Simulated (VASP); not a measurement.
A run of VASP 6.6.1 is set up as follows.

File INCAR:

```
  PREC = Accurate
  ENCUT = 520
  EDIFF = 1E-6
  ISMEAR = 0
  SIGMA = 0.05
  LREAL = False
  LASPH = True
  NELM = 150
  ALGO = Normal
  ISIF = 2
  LWAVE = False
  LCHARG = False
  LMAXMIX = 4
  LDAU = True
  LDAUTYPE = 2
  LDAUL = 2 -1
  LDAUU = 3 0
  LDAUJ = 0 0
  LDAUPRINT = 1
  GGA = PS
  NBANDS = 36
```

KPOINTS

```
regular mesh
0
Gamma
  4 4 6
```

Contents of POSCAR:

```
MnF2
1.0
    4.8733996600      0.0000000000      0.0000000000
    0.0000000000      4.8733996600      0.0000000000
    0.0000000000      0.0000000000      3.3098997700
Mn F
2 4
Direct
    0.0000000000      0.0000000000      0.0000000000
    0.5000000000      0.5000000000      0.5000000000
    0.3050000000      0.3050000000      0.0000000000
    0.1950000000      0.8050000000      0.5000000000
    0.6950000000      0.6950000000      0.0000000000
    0.8050000000      0.1950000000      0.5000000000
```

Potentials or basis: VASP PAW PBE potentials, release 64 (Mn_pv, F).

The run is started by

```sh
$ cat potpaw_PBE.64/Mn_pv/POTCAR potpaw_PBE.64/F/POTCAR > POTCAR
$ mpirun -np 1 vasp_std > vasp.out
```

Question: Predict the pressure.

Answer: -17.4 GPa.

Question: Predict the largest force.

Answer: 0.115 eV/Å.

Question: What does it give for the band gap on the k mesh?

Answer: Zero (bands 27 and 28 overlap by 0.26 eV).

Eigenvalues of the final occupation matrices:
| site | spin | trace | eigenvalues |
| --- | --- | --- | --- |
| site 1 d | 1 | 2.53 | 0.09 0.10 0.49 0.92 0.93 |
| site 1 d | 2 | 2.53 | 0.09 0.10 0.49 0.92 0.93 |
| site 2 d | 1 | 2.53 | 0.09 0.10 0.49 0.92 0.93 |
| site 2 d | 2 | 2.53 | 0.09 0.10 0.49 0.92 0.93 |

Caveat: the cell stands under tension; the PAW data sets were made with another functional, which shifts forces and pressure a little; the run has no spin polarisation, though such a crystal can be magnetic; U without spin polarisation on a metal has little footing. Spin polarisation is off, so any magnetic state and its effect on volume and gap are missing.
